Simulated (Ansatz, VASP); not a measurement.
Two plane-wave programs on LiF

The input INCAR:

```
PREC = Accurate
ENCUT = 750
EDIFF = 1E-6
ISMEAR = 0
SIGMA = 0.01
LREAL = False
LASPH = True
NELM = 120
ALGO = Normal
ISIF = 2
LWAVE = False
LCHARG = True
GGA = PE
LELF = True
LVHAR = True
NBANDS = 12
GGA_COMPAT = False
```

The input KPOINTS:

```
Automatic mesh
0
Gamma
  10 10 10
```

Contents of POSCAR:

```
LiF
1.0
    0.0000000000      2.0140000000      2.0140000000
    2.0140000000      0.0000000000      2.0140000000
    2.0140000000      2.0140000000      0.0000000000
Li F
1 1
Direct
    0.0000000000      0.0000000000      0.0000000000
    0.5000000000      0.5000000000      0.5000000000
```

Input for Ansatz:

```yaml
crystal:
  lattice:
    - [0.0, 2.014, 2.014]
    - [2.014, 0.0, 2.014]
    - [2.014, 2.014, 0.0]
  atoms:
    - { symbol: Li, position: [0.0, 0.0, 0.0] }
    - { symbol: F, position: [0.5, 0.5, 0.5] }
kpoints:
  mp_grid:
    grid: [10, 10, 10]
hamiltonian:
  xc: pbe
  pseudopotentials:
    kind: nc
scf:
  occupations:
    method: fixed
output:
  forces: true
  stress: true
  eigenvalues: true
```

Alike in both runs: task single point; functional PBE; k mesh 10 × 10 × 10; no spin polarisation.

|  | VASP | Ansatz |
| --- | --- | --- |
| version | VASP 6.6.1 | Ansatz 0.2.0 |
| potentials or method | VASP PAW PBE potentials, release 64 (Li_sv, F) | plane waves, norm-conserving potentials |
| plane-wave cutoff (eV) | 750 | 1320 |
| occupations | gaussian, width 0.01 eV | fixed |
| valence electrons in the cell | 10 | 10 |

```csv
,VASP,Ansatz,Ansatz less VASP
gap on the k mesh at the Fermi level (eV),9.08,9.06,-0.015
pressure (GPa),1.4,2.0,+0.58
```
